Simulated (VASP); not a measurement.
Input of a VASP 6.6.1 run:

The input INCAR:

```
ALGO     = Normal         # electronic algorithm
EDIFF    = 1E-6           # SCF threshold, eV
ENCUT    = 520            # plane-wave cutoff, eV
GGA      = PE             # functional
ISIF     = 2              # what is computed and relaxed
ISMEAR   = 0              # smearing method
LASPH    = T              # aspherical terms in the spheres
LCHARG   = T              # write CHGCAR
LELF     = T              # ELF
LREAL    = F              # projectors in reciprocal space
LVHAR    = T            
LWAVE    = F              # write WAVECAR
NBANDS   = 20             # bands
NELM     = 80             # most SCF steps
PREC     = Accurate       # precision mode
SIGMA    = 0.1            # smearing width, eV
```

The input KPOINTS:

```
k-points
0
Gamma
  12 12 8
```

POSCAR

```
Al3BAs2
1.0
    3.5158810158      0.0000000000      0.0000000000
   -1.7579405079      3.0448422764      0.0000000000
    0.0000000000      0.0000000000      8.9522567602
Al B As
3 1 2
Direct
    0.3333333333      0.6666666667      0.8916774566
    0.6666666667      0.3333333333      0.1083225434
    0.0000000000      0.0000000000      0.5000000000
    0.0000000000      0.0000000000      0.0000000000
    0.3333333333      0.6666666667      0.3193141725
    0.6666666667      0.3333333333      0.6806858275
```

Potentials or basis: VASP PAW PBE potentials, release 64 (Al, B, As).

Run with:

```bash
$ cat potpaw_PBE.64/Al/POTCAR potpaw_PBE.64/B/POTCAR potpaw_PBE.64/As/POTCAR > POTCAR
$ mpirun -np 1 vasp_std > vasp.out
```

**Question.** Predict the pressure.

**Answer.** 0.1 GPa.

**Question.** Estimate the band gap on the k mesh.

**Answer.** Zero (bands 11 and 12 overlap by 2.90 eV).

Forces in eV/Å, atoms in the order of the input:
```
Al   0.000  0.000  0.011
Al   0.000  0.000 -0.011
Al   0.000  0.000  0.000
B    0.000  0.000  0.000
As   0.000  0.000 -0.010
As   0.000  0.000  0.010
```
